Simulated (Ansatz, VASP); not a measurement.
Two plane-wave programs on HgTe

```xyz
2
Lattice="0.0000 3.2235 3.2235 3.2235 0.0000 3.2235 3.2235 3.2235 0.0000" Properties=species:S:1:pos:R:3 pbc="T T T"
Hg    0.0144    0.0144    0.0144
Te    4.8353    4.8353    4.8353
```

Change from the starting cell: all Hg atoms moved -0.025 Å, as atom 1 towards its neighbour atom 2 (Te) at 2.792 Å.

Alike in both runs: task single point; functional PBEsol; k mesh 14 × 14 × 14; occupations gaussian, width 0.15 eV; no spin polarisation.

|  | VASP | Ansatz |
| --- | --- | --- |
| version | VASP 6.6.1 | Ansatz 0.2.0 |
| potentials or method | VASP PAW PBE potentials, release 64 (Hg, Te), cutoff 520 eV | scalar-relativistic, plane waves, PAW |
| valence electrons in the cell | 18 | 36 |

|  | VASP | Ansatz | Ansatz less VASP |
| --- | --- | --- | --- |
| gap on the k mesh at the Fermi level (eV) | none | none | - |
| pressure (GPa) | 1.4 | 1.3 | -0.12 |
| traceless stress, the component that is largest in VASP (GPa) | -0.20 | -0.19 | +0.006 |
| rms of the force components (eV/Å) | 0.055 | 0.053 | -0.0016 |

VASP's potentials were made for PBE, not for PBEsol. Atom by atom the forces differ by 0.002 eV/Å (rms over components). A gap of «none» marks a metal or a gap that the smearing closes. The functional is the same, so the differences come from potentials, cutoffs and numerics. VASP's potentials hold 18 valence electrons a cell and Ansatz's 36, so a difference there can come from the potentials and not from the codes.

Spin-orbit coupling is off throughout.
